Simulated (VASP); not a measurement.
# Sb in VASP: single point with r2SCAN

Aim: the single point of Sb with r2SCAN.

All numbers are computed with VASP 6.6.1; they aren't measurements. Logs are shortened: lines on timing, memory, paths and dates and some standing lists are left out, and cuts for length are marked.

### 1 The cell of the first run

The typed cell holds 2 atoms: a = 3.064 Å, b = 4.326 Å, c = 4.326 Å, α = 90.00°, β = 90.03°, γ = 90.00°.

### 2 Single point, r2SCAN

POSCAR reads:

```
Sb
1.0
    3.0637568998      0.0000000000      0.0126666375
    0.0000000000      4.3256139648      0.0000000000
   -0.0203108920      0.0000000000      4.3263950861
Sb
2
Direct
    0.9999275747      0.7500000000      0.7499782594
    0.0000724253      0.2500000000      0.2500217406
```

INCAR.step1 reads:

```
  PREC = Accurate
  ENCUT = 520
  ISMEAR = 0
  SIGMA = 0.1
  LREAL = False
  LASPH = True
  NELM = 100
  NBANDS = 12
  GGA = PE
  ALGO = Normal
  EDIFF = 1E-4
  LWAVE = True
  LCHARG = False
```

INCAR.step2 reads:

```
  PREC = Accurate
  ENCUT = 520
  EDIFF = 1E-6
  ISMEAR = 0
  SIGMA = 0.1
  LREAL = False
  LASPH = True
  NELM = 100
  ALGO = Normal
  ISIF = 2
  LWAVE = False
  LCHARG = False
  METAGGA = R2SCAN
  LMIXTAU = True
  NBANDS = 12
  ISTART = 1
```

KPOINTS reads:

```
regular mesh
0
Gamma
  14 10 10
```

Potentials or basis: VASP PAW PBE potentials, release 64 (Sb).

Started as:

```console
cat potpaw_PBE.64/Sb/POTCAR > POTCAR
cp INCAR.step1 INCAR
mpirun -np 1 vasp_std > vasp.out
cp INCAR.step2 INCAR
mpirun -np 1 vasp_std > vasp.out
```

OUTCAR:

```text
PREC = Accurate
   ENCUT = 520
   EDIFF = 1E-6
   ISMEAR = 0
   LREAL = False
   LASPH = True
   NELM = 100
   ISIF = 2
   METAGGA = R2SCAN
   ISTART = 1

 ion  position               nearest neighbor table
   1  1.000  0.750  0.750-   2 3.06   2 3.06   2 3.06   2 3.06
   2  0.000  0.250  0.250-   1 3.06   1 3.06   1 3.06   1 3.06

  LATTYP: Found a simple monoclinic cell.
 ALAT       =     3.0637830838
 B/A-ratio  =     1.4118538573
 C/A-ratio  =     1.4121243716
 COS(beta)  =    -0.0005602866

  Lattice vectors:

 A1 = (   3.0637568998,   0.0000000000,   0.0126666375)
 A2 = (   0.0000000000,   4.3256139648,   0.0000000000)
 A3 = (  -0.0203108920,   0.0000000000,   4.3263950861)

Analysis of symmetry for initial positions (statically):
=====================================================================
 Subroutine PRICEL returns:
 Original cell was already a primitive cell.

 Routine SETGRP: Setting up the symmetry group for a
 simple monoclinic supercell.

 Subroutine GETGRP returns: Found  4 space group operations
 (whereof  2 operations were pure point group operations)
 out of a pool of  4 trial point group operations.

The static configuration has the point symmetry S_2 .
 The point group associated with its full space group is C_2h.

Analysis of symmetry for dynamics (positions and initial velocities):
=====================================================================
 Subroutine PRICEL returns:
 Original cell was already a primitive cell.

 Routine SETGRP: Setting up the symmetry group for a
 simple monoclinic supercell.

 Subroutine GETGRP returns: Found  4 space group operations
 (whereof  2 operations were pure point group operations)
 out of a pool of  4 trial point group operations.

The dynamic configuration has the point symmetry S_2 .
 The point group associated with its full space group is C_2h.

 Subroutine INISYM returns: Found  4 space group operations
 (whereof  2 operations are pure point group operations),
 and found     1 'primitive' translations

----------------------------------------------------------------------------------------

                                     Primitive cell

  volume of cell :      57.3372

  direct lattice vectors                    reciprocal lattice vectors
     3.063756900  0.000000000  0.012666637     0.326390319  0.000000000  0.001532287
     0.000000000  4.325613965  0.000000000     0.000000000  0.231181055  0.000000000
    -0.020310892  0.000000000  4.326395086    -0.000955592  0.000000000  0.231134830

  length of vectors
     3.063783084  4.325613965  4.326442762     0.326393915  0.231181055  0.231136805

  position of ions in fractional coordinates (direct lattice)
     0.999927575  0.750000000  0.749978259
     0.000072425  0.250000000  0.250021741

  ion indices of the primitive-cell ions
   primitive index   ion index
                 1           1
                 2           2

----------------------------------------------------------------------------------------

 KPOINTS: regular mesh

Automatic generation of k-mesh.
 Grid dimensions read from file:
 generate k-points for:   14   10   10

 Generating k-lattice:

  Cartesian coordinates                     Fractional coordinates (reciprocal lattice)
     0.023313594  0.000000000  0.000109449     0.071428571  0.000000000  0.000000000
     0.000000000  0.023118106  0.000000000     0.000000000  0.100000000  0.000000000
    -0.000095559  0.000000000  0.023113483     0.000000000  0.000000000  0.100000000

  Length of vectors
     0.023313851  0.023118106  0.023113680

  Shift w.r.t. Gamma in fractional coordinates (k-lattice)
     0.000000000  0.000000000  0.000000000

 Subroutine IBZKPT returns following result:
 ===========================================

 Found    432 irreducible k-points:

 Following reciprocal coordinates:
            Coordinates               Weight
  0.000000  0.000000  0.000000      1.000000
  0.071429  0.000000  0.000000      2.000000
  0.142857  0.000000 -0.000000      2.000000
  0.214286  0.000000  0.000000      2.000000
  0.285714  0.000000 -0.000000      2.000000
  0.357143  0.000000 -0.000000      2.000000
[... 16 lines left out ...]
  0.428571  0.200000  0.000000      4.000000
  0.500000  0.200000  0.000000      2.000000
 [... further k-points ...]
   k-points           NKPTS =    432   k-points in BZ     NKDIM =    432   number of bands    NBANDS=     12
   number of dos      NEDOS =    301   number of ions     NIONS =      2
   total plane-waves  NPLWV =  24576
   dimension x,y,z NGX =    24 NGY =   32 NGZ =   32
   dimension x,y,z NGXF=    48 NGYF=   64 NGZF=   64
   ions per type =               2
   NGX,Y,Z   is equivalent  to a cutoff of  13.02, 12.30, 12.30 a.u.
   NGXF,Y,Z  is equivalent  to a cutoff of  26.05, 24.60, 24.59 a.u.
 SYSTEM =  unknown system
   PREC   = accura    normal or accurate (medium, high low for compatibility)
   ISTART =      1    job   : 0-new  1-cont  2-samecut
   ICHARG =      0    charge: 1-file 2-atom 10-const
   ISPIN  =      1    spin polarized calculation?
   LNONCOLLINEAR =      F non collinear calculations
   LSORBIT =      F    spin-orbit coupling
   LASPH  =      T    aspherical Exc in radial PAW
   ENCUT  =  520.0 eV  38.22 Ry    6.18 a.u.   5.70  8.04  8.04*2*pi/ulx,y,z
   NELM   =    100;   NELMIN=  2; NELMDL=  0     # of ELM steps
   EDIFF  = 0.1E-05   stopping-criterion for ELM
   LREAL  =      F    real-space projection
   EDIFFG = 0.1E-04   stopping-criterion for IOM
   NSW    =      0    number of steps for IOM
   IBRION =     -1    ionic relax: 0-MD 1-quasi-New 2-CG
   NFREE  =      0    steps in history (QN), initial steepest desc. (CG)
   ISIF   =      2    stress and relaxation
   ISYM   =      2    0-nonsym 1-usesym 2-fastsym
   POTIM  = 0.5000    time-step for ionic-motion
   TEBEG  =    0.0;   TEEND  =   0.0 temperature during run
   PSTRESS=    0.0 pullay stress
   NELECT =      10.0000    total number of electrons
   NUPDOWN=      -1.0000    fix difference up-down
   EMIN   =  10.00;   EMAX   =-10.00  energy-range for DOS
   EFERMI =   0.00;   METHOD = LEGACY
   ISMEAR =     0;   SIGMA  =   0.10  broadening in eV -4-tet -1-fermi 0-gaus
   EFERMI_NEDOS =   21; number of points for ismear=-14 and -15
   IALGO  =     38    algorithm
   IMIX   =      4    mixing-type and parameters
     AMIX     =   0.40;   BMIX     =  1.00
     AMIX_MAG =   1.60;   BMIX_MAG =  1.00
  volume/ion in A,a.u.               =      28.67       193.47
  Fermi-wavevector in a.u.,A,eV,Ry     =   0.914666  1.728468 11.382827  0.836614
  Thomas-Fermi vector in A             =   2.039319
   LORBIT       =      0    0 simple, 1 ext, 2 COOP (PROOUT), +10 PAW based schemes
   METAGGA = R2SCAN    functional components
   LHFCALC =     F    Hartree Fock is set to
   AEXX    =    0.0000 exact exchange contribution
   IVDW    =     0    specifies the selected vdW correction
   LEPSILON=     F    determine dielectric tensor
   LRPA    =     F    only Hartree local field effects (RPA)
 non-spin polarized calculation
 Gauss-broadening in eV      SIGMA  =   0.10
  energy-cutoff  :      520.00
  volume of cell :       57.34
 maximum number of plane-waves:      1608
   NGX = 11   NGY = 17   NGZ = 17

 number of electron       9.9999998 magnetization

 Free energy of the ion-electron system (eV)
  ---------------------------------------------------
  ext. energy  EPLUGINS =         0.00000000
  ---------------------------------------------------
  free energy    TOTEN  =       -51.28135186 eV

  energy without entropy =      -51.27541146  energy(sigma->0) =      -51.27838166

 E-fermi :   7.6117     XC(G=0): -10.2880

 val. band max:        7.6097365205   @ k =   0.0000   0.4000   0.0000
 cond. band min:       7.6119263044   @ k =  -0.0000   0.0000   0.4000
 fundamental gap:      0.0021897839
 Fermi energy:         7.6117284548

 k-point     1 :       0.0000    0.0000    0.0000
  band No.  band energies     occupation
      1      -5.7264      2.00000
      2      -0.0196      2.00000
      3       3.5992      2.00000
      4       3.6016      2.00000
      5       9.9005      0.00000
      6      11.0907      0.00000
      7      11.1365      0.00000
      8      11.1376      0.00000
      9      14.8469      0.00000
     10      14.8640      0.00000
     11      15.7604      0.00000
     12      16.9848      0.00000

 k-point     2 :       0.0714    0.0000    0.0000
  band No.  band energies     occupation
      1      -5.6454      2.00000
      2       0.0651      2.00000
      3       3.6742      2.00000
      4       3.6766      2.00000
      5       9.9745      0.00000
      6      10.0601      0.00000
      7      11.2178      0.00000
      8      11.2188      0.00000
      9      14.9260      0.00000
     10      14.9381      0.00000
     11      15.5754      0.00000
     12      17.4530      0.00000

 k-point     3 :       0.1429    0.0000   -0.0000
  band No.  band energies     occupation
      1      -5.4040      2.00000
      2       0.3194      2.00000
      3       3.8938      2.00000
      4       3.8962      2.00000
      5       8.2040      0.00000
      6      10.1957      0.00000
      7      11.4557      0.00000
      8      11.4568      0.00000
      9      13.2227      0.00000
     10      15.1109      0.00000
     11      16.2743      0.00000
     12      18.0913      0.00000
[... 286 lines left out ...]
 k-point    23 :       0.4286    0.2000    0.0000
  band No.  band energies     occupation
      1      -2.9602      2.00000
      2       1.5152      2.00000
      3       2.1761      2.00000
      4       5.5604      2.00000
      5       5.9274      2.00000
      6       6.8636      2.00000
      7      11.4460      0.00000
      8      12.0520      0.00000
      9      12.6995      0.00000
     10      13.2767      0.00000
     11      13.6233      0.00000
     12      16.9252      0.00000

 k-point    24 :       0.5000    0.2000    0.0000
  band No.  band energies     occupation
      1      -2.6921      2.00000
      2       1.7225      2.00000
      3       1.8634      2.00000
      4       5.1259      2.00000
      5       6.0805      2.00000
      6       6.9444      2.00000
      7      11.6212      0.00000
      8      12.2770      0.00000
      9      12.4192      0.00000
     10      12.9770      0.00000
     11      13.8483      0.00000
     12      16.6011      0.00000

 [... further k-points ...]
[... 5 lines left out ...]
  --------------------------------------------------------------------------------------
  -------------------------------------------------------------------------------------
  Total        0.5893958      0.5608422      0.5588526      0.0000000      0.0000000      0.0015286
  in kB       16.4695193     15.6716445     15.6160490      0.0000000      0.0000000      0.0427139
  external PRESSURE =      15.9190710 kB  Pullay stress =       0.0000000 kB

 VOLUME and BASIS-vectors are now :
 -----------------------------------------------------------------------------
  energy-cutoff  :      520.00
  volume of cell :       57.34
      direct lattice vectors                 reciprocal lattice vectors
     3.063756900  0.000000000  0.012666637     0.326390319  0.000000000  0.001532287
     0.000000000  4.325613965  0.000000000     0.000000000  0.231181055  0.000000000
    -0.020310892  0.000000000  4.326395086    -0.000955592  0.000000000  0.231134830

 POSITION                                       TOTAL-FORCE (eV/Angst)
 -----------------------------------------------------------------------------------
      3.04830      3.24421      3.25737         0.000273      0.000000      0.000378
     -0.00486      1.08140      1.08169        -0.000273      0.000000     -0.000378
 -----------------------------------------------------------------------------------
    total drift:                               -0.000000      0.000000      0.000000

  FREE ENERGIE OF THE ION-ELECTRON SYSTEM (eV)
  ---------------------------------------------------
  free  energy   TOTEN  =       -51.2813518596 eV

  energy  without entropy=      -51.2754114619  energy(sigma->0) =      -51.27838166
```

It took 4.4 min on 1 thread of Intel Xeon 6975P-C (Granite Rapids), shared host; peak memory 0.37 GiB.

What came out:

* Free energy: -51.2814 eV
* Pressure: 1.6 GPa
* Band gap on the k mesh: zero (band 5 reaches 13.37 eV, above the bottom of band 6 at 3.62 eV)

Stress tensor (GPa, compression positive):
```
1.65 0.00 0.00
0.00 1.57 0.00
0.00 0.00 1.56
```

Caveat: the PAW data sets were made with another functional, which shifts forces and pressure a little; spin-orbit coupling is left out, which moves the levels of the heavy elements.
